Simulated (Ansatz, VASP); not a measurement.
**One calculation of BAs, two programs**

The input INCAR:

```
PREC     = Accurate       # precision mode
ENCUT    = 520            # plane-wave cutoff, eV
EDIFF    = 1E-6           # SCF threshold, eV
ISMEAR   = 0              # smearing method
SIGMA    = 0.01           # smearing width, eV
LREAL    = F              # projectors in reciprocal space
LASPH    = T              # aspherical terms in the spheres
NELM     = 100            # most SCF steps
ALGO     = Normal         # electronic algorithm
ISIF     = 2              # what is computed and relaxed
LWAVE    = F              # write WAVECAR
LCHARG   = F              # write CHGCAR
GGA      = PS             # functional
IVDW     = 13             # dispersion correction
NBANDS   = 11             # bands
```

Contents of KPOINTS:

```
Automatic mesh
0
Gamma
  8 8 8
```

The input POSCAR:

```
BAs
1.0
    0.0000000000      2.3885000000      2.3885000000
    2.3885000000      0.0000000000      2.3885000000
    2.3885000000      2.3885000000      0.0000000000
B As
1 1
Direct
    0.0000000000      0.0000000000      0.0000000000
    0.2500000000      0.2500000000      0.2500000000
```

Input for Ansatz:

```yaml
crystal:
  lattice:
    - [0.0, 2.3885, 2.3885]
    - [2.3885, 0.0, 2.3885]
    - [2.3885, 2.3885, 0.0]
  atoms:
    - { symbol: B, position: [0.0, 0.0, 0.0] }
    - { symbol: As, position: [0.25, 0.25, 0.25] }
basis:
  ecutwfc: 544.22772491976
  ecutrho_ratio: 8
kpoints:
  mp_grid:
    grid: [8, 8, 8]
hamiltonian:
  xc: pbesol
  dispersion: d4
scf:
  convergence:
    dr2_threshold: 1.0e-08
  occupations:
    method: fixed
output:
  eigenvalues: true
```

Alike in both runs: task single point; functional PBEsol; dispersion D4; k mesh 8 × 8 × 8; no spin polarisation.

|  | VASP | Ansatz |
| --- | --- | --- |
| version | VASP 6.6.1 | Ansatz 0.2.0 |
| potentials or method | VASP PAW PBE potentials, release 64 (B, As), cutoff 520 eV | plane waves, PAW |
| occupations | gaussian, width 0.01 eV | fixed |
| valence electrons in the cell | 8 | 18 |

```csv
,VASP,Ansatz,Ansatz less VASP
gap on the k mesh at the Fermi level (eV),1.09,1.10,+0.009
```

VASP's potentials were made for PBE, not for PBEsol. VASP's potentials hold 8 valence electrons a cell and Ansatz's 18, so a difference there can come from the potentials and not from the codes.
